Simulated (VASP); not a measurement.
Write the native input for VASP 6.6.1 that does the following.

```
Task                   : single point
Functional             : PBEsol
Dispersion             : D3(BJ)
Potentials or basis    : VASP PAW PBE potentials, release 64 (Te)
Cutoff                 : 520 eV
k mesh                 : 9 × 9 × 9
Occupations            : fermi-dirac, width 0.15 eV
Spin                   : collinear spin, ferromagnetic start
Starting moments       : [1.0] μB
Fixed moment           : 1 μB
Dipole correction      : no
Further INCAR settings : ALGO = Normal; EDIFF = 1e-06; NBANDS = 13
```

The structure of Te lies in POSCAR:

```
Te
1.0
    2.2747396529      1.3133215509      1.6681001767
   -2.2747396529      1.3133215509      1.6681001767
    0.0000000000     -2.6266431019      1.6681001767
Te
1
Direct
    0.5000000000      0.5000000000      0.5000000000
```

This cell differs from its parent crystal: volume scaled by 0.96.

The input as run:

INCAR

```
SYSTEM = Te
  PREC = Accurate
  ENCUT = 520
  EDIFF = 1E-6
  ISMEAR = -1
  SIGMA = 0.15
  LREAL = .False.
  LASPH = .True.
  NELM = 150
  ALGO = Normal
  ISIF = 2
  LWAVE = .False.
  LCHARG = .True.
  ISPIN = 2
  MAGMOM = 1
  LORBIT = 11
  NUPDOWN = 1.0
  GGA = PS
  IVDW = 12
  LELF = .True.
  LVHAR = .True.
  NBANDS = 13
```

KPOINTS

```
Automatic mesh
0
Gamma
  9 9 9
  0 0 0
```

Potentials or basis: VASP PAW PBE potentials, release 64 (Te).

Run with:

```console
$ cat potpaw_PBE.64/Te/POTCAR > POTCAR
$ mpirun -np 1 vasp_std > vasp.out
```

Results of the run:

* Pressure: 5.2 GPa
* Net moment: 1.00 μB per cell
* Site moments: Te +0.59 μB
* Valence electrons inside the program's atomic spheres: Te 3.31
* Dispersion energy per atom: -0.464 eV

Caveat: the PAW data sets were made with another functional, which shifts forces and pressure a little; the total moment is fixed, so each spin has its own Fermi level.

It took 14 s on 1 thread of Intel(R) Xeon(R) 6975P-C (Granite Rapids), on a shared host, peak memory 0.18 GiB.
